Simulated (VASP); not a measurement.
# Ge (Fd-3m) in VASP: further runs

Ge is run at these levels: PBEsol; tasks: single point, relaxation of cell and atoms.

Everything below comes from runs of VASP 6.6.1. Logs are shortened: lines on timing, memory, paths and dates and some standing lists are left out, and cuts for length are marked.

### 1 The cell of the first run

The structure is cubic, space group Fd-3m (No. 227). The conventional cell has a = 4.171 Å, b = 4.171 Å, c = 4.171 Å, α = 90.00°, β = 90.00°, γ = 90.00°. Within 2.4 Å of Ge (site symmetry -43m) lie 4 Ge at 1.81 Å.

### 2 Single point, PBEsol

INCAR

```
SYSTEM = Ge
ALGO = Normal
EDIFF = 1E-6
ENCUT = 520
GGA = PS
ISIF = 2
ISMEAR = -1
LASPH = .TRUE.
LCHARG = .FALSE.
LREAL = .FALSE.
LWAVE = .FALSE.
NBANDS = 21
NELM = 60
PREC = Accurate
SIGMA = 0.1
```

KPOINTS

```
k-points
0
G
  15 15 15
  0 0 0
```

POSCAR

```
Ge
1.0
    0.0000000000      2.0857064699      2.0857064699
    2.0857064699      0.0000000000      2.0857064699
    2.0857064699      2.0857064699      0.0000000000
Ge
2
Direct
   -0.1250000000     -0.1250000000     -0.1250000000
    0.1250000000      0.1250000000      0.1250000000
```

Potentials or basis: VASP PAW PBE potentials, release 64 (Ge_d).

Run with:

```
$ cat potpaw_PBE.64/Ge_d/POTCAR > POTCAR
$ mpirun -np 1 vasp_std > vasp.out
```

OUTCAR:

```text
SYSTEM = Ge
   EDIFF = 1E-6
   ENCUT = 520
   GGA = PS
   ISIF = 2
   ISMEAR = -1
   LASPH = .TRUE.
   LREAL = .FALSE.
   NELM = 60
   PREC = Accurate

 ion  position               nearest neighbor table
   1  0.875  0.875  0.875-   2 1.81   2 1.81   2 1.81   2 1.81
   2  0.125  0.125  0.125-   1 1.81   1 1.81   1 1.81   1 1.81

  LATTYP: Found a face centered cubic cell.
 ALAT       =     4.1714129398

  Lattice vectors:

 A1 = (   0.0000000000,   2.0857064699,   2.0857064699)
 A2 = (   2.0857064699,   0.0000000000,   2.0857064699)
 A3 = (   2.0857064699,   2.0857064699,   0.0000000000)

Analysis of symmetry for initial positions (statically):
=====================================================================
 Subroutine PRICEL returns:
 Original cell was already a primitive cell.

 Routine SETGRP: Setting up the symmetry group for a
 face centered cubic supercell.

 Subroutine GETGRP returns: Found 48 space group operations
 (whereof 12 operations were pure point group operations)
 out of a pool of 48 trial point group operations.

The static configuration has the point symmetry D_3d.
 The point group associated with its full space group is O_h .

Analysis of symmetry for dynamics (positions and initial velocities):
=====================================================================
 Subroutine PRICEL returns:
 Original cell was already a primitive cell.

 Routine SETGRP: Setting up the symmetry group for a
 face centered cubic supercell.

 Subroutine GETGRP returns: Found 48 space group operations
 (whereof 12 operations were pure point group operations)
 out of a pool of 48 trial point group operations.

The dynamic configuration has the point symmetry D_3d.
 The point group associated with its full space group is O_h .

 Subroutine INISYM returns: Found 48 space group operations
 (whereof 12 operations are pure point group operations),
 and found     1 'primitive' translations

----------------------------------------------------------------------------------------

                                     Primitive cell

  volume of cell :      18.1464

  direct lattice vectors                    reciprocal lattice vectors
     0.000000000  2.085706470  2.085706470    -0.239726926  0.239726926  0.239726926
     2.085706470  0.000000000  2.085706470     0.239726926 -0.239726926  0.239726926
     2.085706470  2.085706470  0.000000000     0.239726926  0.239726926 -0.239726926

  length of vectors
[... 80 lines left out ...]
   ENCUT  =  520.0 eV  38.22 Ry    6.18 a.u.   5.48  5.48  5.48*2*pi/ulx,y,z
   NELM   =     60;   NELMIN=  2; NELMDL= -5     # of ELM steps
   EDIFF  = 0.1E-05   stopping-criterion for ELM
   LREAL  =      F    real-space projection
   EDIFFG = 0.1E-04   stopping-criterion for IOM
   NSW    =      0    number of steps for IOM
   IBRION =     -1    ionic relax: 0-MD 1-quasi-New 2-CG
   NFREE  =      0    steps in history (QN), initial steepest desc. (CG)
   ISIF   =      2    stress and relaxation
   ISYM   =      2    0-nonsym 1-usesym 2-fastsym
   POTIM  = 0.5000    time-step for ionic-motion
   TEBEG  =    0.0;   TEEND  =   0.0 temperature during run
   PSTRESS=    0.0 pullay stress
   NELECT =      28.0000    total number of electrons
   NUPDOWN=      -1.0000    fix difference up-down
   EMIN   =  10.00;   EMAX   =-10.00  energy-range for DOS
   EFERMI =   0.00;   METHOD = LEGACY
   ISMEAR =    -1;   SIGMA  =   0.10  broadening in eV -4-tet -1-fermi 0-gaus
   EFERMI_NEDOS =   21; number of points for ismear=-14 and -15
   IALGO  =     38    algorithm
   IMIX   =      4    mixing-type and parameters
     AMIX     =   0.40;   BMIX     =  1.00
     AMIX_MAG =   1.60;   BMIX_MAG =  1.00
  volume/ion in A,a.u.               =       9.07        61.23
  Fermi-wavevector in a.u.,A,eV,Ry     =   1.891753  3.574894 48.691545  3.578728
  Thomas-Fermi vector in A             =   2.932824
   LORBIT       =      0    0 simple, 1 ext, 2 COOP (PROOUT), +10 PAW based schemes
   GGA     = PS    functional components
   LHFCALC =     F    Hartree Fock is set to
   AEXX    =    0.0000 exact exchange contribution
   IVDW    =     0    specifies the selected vdW correction
   LEPSILON=     F    determine dielectric tensor
   LRPA    =     F    only Hartree local field effects (RPA)
 non-spin polarized calculation
  energy-cutoff  :      520.00
  volume of cell :       18.15
 maximum number of plane-waves:       531
 NGX is ok and might be reduce to    24
   NGX = 11   NGY = 11   NGZ = 11

 number of electron      27.9999978 magnetization

 Free energy of the ion-electron system (eV)
  ---------------------------------------------------
  ext. energy  EPLUGINS =         0.00000000
  ---------------------------------------------------
  free energy    TOTEN  =         8.83774955 eV

  energy without entropy =        8.84810241  energy(sigma->0) =        8.84292598

 E-fermi :  18.5276     XC(G=0): -15.3884

 val. band max:       18.4942960913   @ k =  -0.4667   0.3333   0.0000
 cond. band min:      18.5436270709   @ k =  -0.2000   0.0667   0.0000
 fundamental gap:      0.0493309796
 Fermi energy:        18.5276101817

 k-point     1 :       0.0000    0.0000    0.0000
  band No.  band energies     occupation
      1     -10.4750      2.00000
      2     -10.4750      2.00000
      3     -10.4750      2.00000
      4     -10.3715      2.00000
      5     -10.3715      2.00000
      6      -8.7580      2.00000
[... 565 lines left out ...]
     20      31.4101      0.00000
     21      32.2210      0.00000

 [... further k-points ...]

------------------------ aborting loop because EDIFF is reached ----------------------------------------

  FORCE on cell =-STRESS in cart. coord.  units (eV):
  Direction    XX          YY          ZZ          XY          YZ          ZX
  --------------------------------------------------------------------------------------
  -------------------------------------------------------------------------------------
  Total       57.4000606     57.4000606     57.4000606      0.0000000      0.0000000      0.0000000
  in kB     5067.9622656   5067.9622656   5067.9622656      0.0000000      0.0000000      0.0000000
  external PRESSURE =    5067.9622656 kB  Pullay stress =       0.0000000 kB

 VOLUME and BASIS-vectors are now :
 -----------------------------------------------------------------------------
  energy-cutoff  :      520.00
  volume of cell :       18.15
      direct lattice vectors                 reciprocal lattice vectors
     0.000000000  2.085706470  2.085706470    -0.239726926  0.239726926  0.239726926
     2.085706470  0.000000000  2.085706470     0.239726926 -0.239726926  0.239726926
     2.085706470  2.085706470  0.000000000     0.239726926  0.239726926 -0.239726926

 POSITION                                       TOTAL-FORCE (eV/Angst)
 -----------------------------------------------------------------------------------
      3.64999      3.64999      3.64999        -0.000000      0.000000      0.000000
      0.52143      0.52143      0.52143         0.000000     -0.000000     -0.000000
 -----------------------------------------------------------------------------------
    total drift:                                0.000000      0.000000      0.000000

  FREE ENERGIE OF THE ION-ELECTRON SYSTEM (eV)
  ---------------------------------------------------
  free  energy   TOTEN  =         8.8377495489 eV

  energy  without entropy=        8.8481024111  energy(sigma->0) =        8.84292598
```

stdout:

```text
POSCAR found type information on POSCAR Ge
 POSCAR found :  1 types and       2 ions
 scaLAPACK will be used
 -----------------------------------------------------------------------------
|                                                                             |
|                                                                             |
|     You enforced a specific xc type in the INCAR file but a different       |
|     I HOPE YOU KNOW WHAT YOU ARE DOING!                                     |
|                                                                             |
 -----------------------------------------------------------------------------

 LDA part: xc-table for (Slater+PW92), standard interpolation
 POSCAR, INCAR and KPOINTS ok, starting setup
 FFT: planning ... GRIDC
 FFT: planning ... GRID_SOFT
 FFT: planning ... GRID
 WAVECAR not read
 entering main loop
```

Run time: 29 s. Hardware: 1 thread of Intel Xeon 6975P-C, shared host; peak memory 0.16 GiB.

What came out:

```
Free energy            : 8.8377 eV
Pressure               : 506.8 GPa
Band gap on the k mesh : zero (band 14 reaches 20.22 eV, above the bottom of band 15 at 17.79 eV)
```

Caveat: the PAW data sets were made with another functional, which shifts forces and pressure a little.

### 3 Single point, PBEsol

INCAR

```
PREC = Accurate ; ENCUT = 520
EDIFF = 1E-6 ; ISMEAR = -1
SIGMA = 0.1 ; LREAL = F
LASPH = T ; NELM = 60
ALGO = Normal ; ISIF = 2
LWAVE = F ; LCHARG = F
GGA = PS ; NBANDS = 21
```

KPOINTS

```
Automatic mesh
0
Gamma
  15 15 15
```

POSCAR

```
Ge
1.0
    0.0000000000      2.0867562604      2.0867562604
    2.0867562604      0.0000000000      2.0867562604
    2.0867562604      2.0867562604      0.0000000000
Ge
2
Direct
   -0.1250000000     -0.1250000000     -0.1250000000
    0.1250000000      0.1250000000      0.1250000000
```

Potentials or basis: VASP PAW PBE potentials, release 64 (Ge_d).

Run with:

```
$ cat potpaw_PBE.64/Ge_d/POTCAR > POTCAR
$ mpirun -np 1 vasp_std > vasp.out
```

Run time: 30 s. Hardware: 1 thread of Intel Xeon 6975P-C, shared host; peak memory 0.16 GiB.

The run converged. Its results:

```yaml
Free_energy: 8.7512 eV
Pressure: 504.3 GPa
Band_gap_on_the_k_mesh: zero (band 14 reaches 20.18 eV, above the bottom of band 15 at 17.75 eV)
```

Levels at points of the mesh, in eV from the Fermi level:
| k point | band 10 | band 11 | band 12 | band 13 | band 14 | band 15 | band 16 | band 17 | band 18 | band 19 |
| --- | --- | --- | --- | --- | --- | --- | --- | --- | --- | --- |
| (0.00, 0.00, 0.00) | -26.76 | -23.04 | 1.68 | 1.68 | 1.68 | 3.32 | 3.32 | 3.32 | 9.39 | 9.74 |

Caveat: the PAW data sets were made with another functional, which shifts forces and pressure a little.

### 4 Relaxation of cell and atoms, PBEsol, target pressure 470 GPa, at which the enthalpy is minimised

This run uses another cell than the first one, of 7.95 Å³/atom, 0.876 times its volume.

INCAR

```
SYSTEM = Ge
ALGO = Normal ; EDIFF = 1E-7
EDIFFG = -0.005 ; ENCUT = 600
GGA = PS ; IBRION = 2
ISIF = 3 ; ISMEAR = -1
LASPH = .True. ; LCHARG = .False.
LREAL = .False. ; LWAVE = .False.
NELM = 60 ; NSW = 60
PREC = Accurate ; PSTRESS = 4700.0
SIGMA = 0.1
```

KPOINTS

```
k-points
0
Gamma
  15 15 15
  0 0 0
```

POSCAR

```
Ge
1.0
    0.0000000000      1.9955670166      1.9955670166
    1.9955670166      0.0000000000      1.9955670166
    1.9955670166      1.9955670166      0.0000000000
Ge
2
Direct
   -0.1250000000     -0.1250000000     -0.1250000000
    0.1250000000      0.1250000000      0.1250000000
```

Potentials or basis: VASP PAW PBE potentials, release 64 (Ge_d).

Run with:

```
$ cat potpaw_PBE.64/Ge_d/POTCAR > POTCAR
$ mpirun -np 1 vasp_std > vasp.out
```

OUTCAR:

```text
SYSTEM = Ge
   EDIFF = 1E-7
   EDIFFG = -0.005
   ENCUT = 600
   GGA = PS
   IBRION = 2
   ISIF = 3
   ISMEAR = -1
   LASPH = .True.
   LREAL = .False.
   NELM = 60
   NSW = 60
   PREC = Accurate
   PSTRESS = 4700.0

 ion  position               nearest neighbor table
   1  0.875  0.875  0.875-   2 1.73   2 1.73   2 1.73   2 1.73
   2  0.125  0.125  0.125-   1 1.73   1 1.73   1 1.73   1 1.73

  LATTYP: Found a face centered cubic cell.
 ALAT       =     3.9911340332

  Lattice vectors:

 A1 = (   0.0000000000,   1.9955670166,   1.9955670166)
 A2 = (   1.9955670166,   0.0000000000,   1.9955670166)
 A3 = (   1.9955670166,   1.9955670166,   0.0000000000)

Analysis of symmetry for initial positions (statically):
=====================================================================
 Subroutine PRICEL returns:
 Original cell was already a primitive cell.

 Routine SETGRP: Setting up the symmetry group for a
 face centered cubic supercell.

 Subroutine GETGRP returns: Found 48 space group operations
 (whereof 12 operations were pure point group operations)
 out of a pool of 48 trial point group operations.

The static configuration has the point symmetry D_3d.
 The point group associated with its full space group is O_h .

Analysis of symmetry for dynamics (positions and initial velocities):
=====================================================================
 Subroutine PRICEL returns:
 Original cell was already a primitive cell.

 Routine SETGRP: Setting up the symmetry group for a
 face centered cubic supercell.

 Subroutine GETGRP returns: Found 48 space group operations
 (whereof 12 operations were pure point group operations)
 out of a pool of 48 trial point group operations.

The dynamic configuration has the point symmetry D_3d.
 The point group associated with its full space group is O_h .

 Subroutine INISYM returns: Found 48 space group operations
 (whereof 12 operations are pure point group operations),
 and found     1 'primitive' translations
[... 125 lines left out ...]
   LRPA    =     F    only Hartree local field effects (RPA)
 conjugate gradient relaxation of ions
 non-spin polarized calculation
  energy-cutoff  :      600.00
  volume of cell :       15.89
 maximum number of plane-waves:       541
   NGX = 11   NGY = 11   NGZ = 11

--------------------------------------- Ionic step        1  -------------------------------------------

 number of electron      27.9999985 magnetization

 Free energy of the ion-electron system (eV)
  ---------------------------------------------------
  ext. energy  EPLUGINS =         0.00000000
  ---------------------------------------------------
  free energy    TOTEN  =        17.63163318 eV

  energy without entropy =       17.64559041  energy(sigma->0) =       17.63861179

------------------------ aborting loop because EDIFF is reached ----------------------------------------

  FORCE on cell =-STRESS in cart. coord.  units (eV):
  Direction    XX          YY          ZZ          XY          YZ          ZX
  --------------------------------------------------------------------------------------
  -------------------------------------------------------------------------------------
  Total       75.6545541     75.6545541     75.6545541     -0.0000000     -0.0000000     -0.0000000
  in kB     7626.3496240   7626.3496240   7626.3496240     -0.0000000     -0.0000000     -0.0000000
  external PRESSURE =    2926.3496240 kB  Pullay stress =    4700.0000000 kB
[... 25 lines left out ...]
--------------------------------------- Ionic step        2  -------------------------------------------

 number of electron      28.0000182 magnetization

 E-fermi :   0.6083     XC(G=0):  -7.7916

 val. band max:        0.6011895179   @ k =   0.4667   0.0667   0.0000
 cond. band min:       0.6298067917   @ k =  -0.3333   0.0667   0.0000
 fundamental gap:      0.0286172738
 Fermi energy:         0.6083148242

 k-point     1 :       0.0000    0.0000    0.0000
  band No.  band energies     occupation
      1     -24.7213      2.00000
      2     -24.7213      2.00000
      3     -24.7213      2.00000
      4     -24.5950      2.00000
      5     -24.5950      2.00000
      6     -24.5773      2.00000
[... 566 lines left out ...]
  energy  without entropy=        5.2259670052  energy(sigma->0) =        5.22133195

  enthalpy is  TOTEN    =        62.2025464254 eV   P V=       56.9858495339

[... ionic steps 4 to 19 ...]

--------------------------------------- Ionic step       20  -------------------------------------------

 number of electron      27.9999985 magnetization

------------------------ aborting loop because EDIFF is reached ----------------------------------------
[... 71 lines left out ...]
--------------------------------------- Ionic step       22  -------------------------------------------

 number of electron      27.9999985 magnetization

 Free energy of the ion-electron system (eV)
  ---------------------------------------------------
  ext. energy  EPLUGINS =         0.00000000
  ---------------------------------------------------
  free energy    TOTEN  =         7.54345133 eV

  energy without entropy =        7.55331537  energy(sigma->0) =        7.54838335

 E-fermi :  18.0092     XC(G=0): -15.2291

 val. band max:       17.9765847121   @ k =  -0.2000   0.0667   0.0000
 cond. band min:      18.0127234708   @ k =  -0.4667   0.3333   0.0000
 fundamental gap:      0.0361387587
 Fermi energy:        18.0092157762

 k-point     1 :       0.0000    0.0000    0.0000
  band No.  band energies     occupation
      1     -10.7607      2.00000
      2     -10.7607      2.00000
      3     -10.7607      2.00000
      4     -10.6548      2.00000
      5     -10.6548      2.00000
      6      -9.1076      2.00000
[... 528 lines left out ...]
  energy  without entropy=        7.5533153706  energy(sigma->0) =        7.54838335

  enthalpy is  TOTEN    =        62.0222085014 eV   P V=       54.4787571732

 reached required accuracy - stopping structural energy minimisation
```

CONTCAR:

```text
Ge
   1.00000000000000
    -0.0000000000000000    2.1018576838714704    2.1018576838714726
     2.1018576838714704    0.0000000000000001    2.1018576838714726
     2.1018576838714704    2.1018576838714704    0.0000000000000001
  Ge
     2
Direct
     0.8750000000000000    0.8750000000000000    0.8750000000000000
     0.1250000000000000    0.1250000000000000    0.1250000000000000

  0.00000000E+00  0.00000000E+00  0.00000000E+00
  0.00000000E+00  0.00000000E+00  0.00000000E+00
```

It took 3.9 min on 1 thread of Intel Xeon 6975P-C, shared host; peak memory 0.18 GiB.

Results:

- Free energy: 7.5435 eV
- Relaxed volume: 9.29 Å³/atom
- Relaxed cell: a = 2.972 Å, b = 2.972 Å, c = 2.972 Å, α = 60.00°, β = 60.00°, γ = 60.00°
- Space group after relaxing (to 0.05 Å): Fd-3m (No. 227)
- Energy change on relaxing (the enthalpy is what falls): -5044.1 meV/atom
- Ionic steps: 22
- Pressure after relaxing: 470.0 GPa
- Band gap on the k mesh: zero (band 14 reaches 19.61 eV, above the bottom of band 15 at 17.30 eV)

Step by step:
```csv
step,energy change (eV),largest force (eV/Å),pressure (GPa),volume (Å³)
1,0.0000,0.0000,762.63,15.89
2,-20.9068,0.0000,-73.12,78.12
3,-12.4149,0.0000,404.13,19.43
4,-10.2412,0.0000,465.69,18.62
5,-10.0734,0.0000,470.42,18.57
6,-10.0736,0.0000,470.42,18.57
7,-10.0744,0.0000,470.42,18.57
8,-10.0744,0.0000,470.39,18.57
9,-10.0744,0.0000,470.40,18.57
10,-10.0744,0.0000,470.40,18.57
11,-10.0744,0.0000,470.40,18.57
12,-10.0745,0.0000,470.40,18.57
13,-10.0745,0.0000,470.40,18.57
14,-10.0746,0.0000,470.40,18.57
15,-10.0747,0.0000,470.40,18.57
16,-10.0751,0.0000,470.39,18.57
17,-10.0757,0.0000,470.37,18.57
18,-10.0770,0.0000,470.25,18.57
19,-10.0796,0.0000,470.26,18.57
20,-10.0847,0.0000,470.11,18.57
21,-10.0950,0.0000,469.79,18.57
22,-10.0882,0.0000,470.03,18.57
```

Final structure:
```
Ge
1.0
     0.00000    2.10186    2.10186
     2.10186    0.00000    2.10186
     2.10186    2.10186    0.00000
Ge
2
Direct
  0.87500 0.87500 0.87500
  0.12500 0.12500 0.12500
```

Caveat: the cell is relaxed towards a set pressure, so the enthalpy falls and the energy may rise; the volume moved by over 15 % at a fixed basis, so the end points are rough; the PAW data sets were made with another functional, which shifts forces and pressure a little.

### 5 Summary

```csv
task,cell,cutoff (eV),gap on the mesh (eV),pressure (GPa)
single point,"a = 2.950 Å, angles 60.0°, 2 atoms",520,none,506.8
single point,"a = 2.951 Å, angles 60.0°, 2 atoms",520,none,504.3
relaxation of cell and atoms,"relaxed to 470 GPa from a = 2.822 Å, angles 60.0°, 2 atoms",600,none,470.0
```

Alike in all rows: level PBEsol; potentials or basis VASP PAW PBE potentials, release 64 (Ge_d); no spin polarisation; k mesh 15 × 15 × 15; smearing fermi-dirac 0.1 eV.

Caveats: the PAW data sets were made with another functional, which shifts forces and pressure a little; the cell is relaxed towards a set pressure, so the enthalpy falls and the energy may rise (some runs); the volume moved by over 15 % at a fixed basis, so the end points are rough (some runs).

Total energies depend on the potentials used, so only differences within one code and one set of settings carry meaning.
